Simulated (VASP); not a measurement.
SnTe: single point with PBE

Crystal: SnTe.

```
Sn Te
1.0
     0.00000    3.20617    3.20617
     3.20617    0.00000    3.20617
     3.20617    3.20617    0.00000
Sn Te
1 1
Direct
  0.00574 0.99426 0.99426
  0.49466 0.50534 0.50534
```

| Property | Result |
| --- | --- |
| Program | VASP 6.6.1 |
| Task | single point |
| Functional | PBE |
| Potentials or basis | VASP PAW PBE potentials, release 64 (Sn_d, Te) |
| Cutoff | 520 eV |
| k mesh | 10 × 10 × 10 |
| Occupations | gaussian, width 0.03 eV |
| Spin | no spin polarisation |

The pressure is -0.1 GPa. The largest force is 0.013 eV/Å and the band gap on the k mesh is 0.18 eV.

Forces on the atoms (eV/Å):
```
Sn  -0.013  0.000  0.000
Te   0.013  0.000  0.000
```

Stress tensor (GPa, compression positive):
```
 0.03  0.00  0.00
 0.00 -0.09  0.00
 0.00  0.00 -0.09
```

Levels at points of the mesh, in eV from the valence-band top:
| k point | band 8 | band 9 | band 10 | band 11 | band 12 | band 13 |
| --- | --- | --- | --- | --- | --- | --- |
| (0.00, 0.00, 0.00) | -1.94 | -1.93 | -1.93 | 3.28 | 3.28 | 3.32 |
| (0.50, 0.00, 0.00) | -1.63 | -1.61 | 0.00 | 0.18 | 0.52 | 0.55 |
| (0.50, 0.50, 0.00) | -5.14 | -3.42 | -3.42 | 2.42 | 4.76 | 4.78 |
| (0.00, 0.50, 0.50) | -5.10 | -3.42 | -3.42 | 2.45 | 4.75 | 4.75 |

Run time: 57 s on 1 thread of Intel(R) Xeon(R) 6975P-C (Granite Rapids), on a shared host, peak memory 0.28 GiB.

Caveat: semilocal functionals underestimate gaps, and a narrow one can read as zero; spin-orbit coupling is left out, which moves the levels of the heavy elements. A k mesh can miss the band edges.
